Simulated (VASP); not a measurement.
Wanted: the native input for a VASP 6.6.1 run.

- Task: single point
- Functional: PBE
- Potentials or basis: VASP PAW PBE potentials, release 64 (Ta_pv, F)
- Cutoff: 520 eV
- k mesh: 8 × 8 × 1
- Occupations: gaussian, width 0.2 eV
- Spin: no spin polarisation
- Dipole correction: no
- Further INCAR settings: ALGO = Normal; EDIFF = 1e-06; NBANDS = 70

The structure of Ta2F lies in POSCAR:

```
Ta2F
1.0
   -2.8884314784      0.0064861851      0.0344711114
   -1.1247211469     -2.6623996729     -0.0031069217
   -0.7949754972     -0.7205176786     27.1238427826
Ta F
8 4
Direct
    0.7020920849      0.7273568925      0.1285093657
    0.7148364464      0.2174979800      0.6306914145
    0.2955192616      0.7738098678      0.3715097503
    0.2865909768      0.2815904844      0.8692884276
    0.2323885873      0.2474162902      0.0424135068
    0.2440564078      0.7385947382      0.5446647252
    0.7668609611      0.2531427183      0.4575787293
    0.7567696625      0.7614530660      0.9553672899
    0.3422700553      0.3699412505      0.1812541922
    0.3540453706      0.8612702778      0.6834722752
    0.6563452084      0.1308497481      0.3187230312
    0.6482249771      0.6370766863      0.8165272920
```

These files were run (other wordings do the same):

INCAR

```
SYSTEM = Ta2F
ALGO = Normal
EDIFF = 1E-6
ENCUT = 520
GGA = PE
ISIF = 2
ISMEAR = 0
LASPH = .TRUE.
LCHARG = .FALSE.
LREAL = .FALSE.
LWAVE = .FALSE.
NBANDS = 70
NELM = 60
PREC = Accurate
SIGMA = 0.2
```

KPOINTS

```
k-points
0
G
  8 8 1
  0 0 0
```

Potentials or basis: VASP PAW PBE potentials, release 64 (Ta_pv, F).

Run with:

```sh
$ cat potpaw_PBE.64/Ta_pv/POTCAR potpaw_PBE.64/F/POTCAR > POTCAR
$ mpirun -np 1 vasp_std > vasp.out
```

It gave:

| Property | Result |
| --- | --- |
| Pressure | 0.1 GPa |
| Largest force | 0.048 eV/Å |
| Band gap on the k mesh | zero (band 58 reaches 4.93 eV, above the bottom of band 59 at 3.35 eV) |

Caveat: spin-orbit coupling is left out, which moves the levels of the heavy elements.

Run time: 24 min on 1 thread of AMD EPYC 7R43 64-Core Processor (Zen 3), with other jobs on the host, peak memory 0.49 GiB.
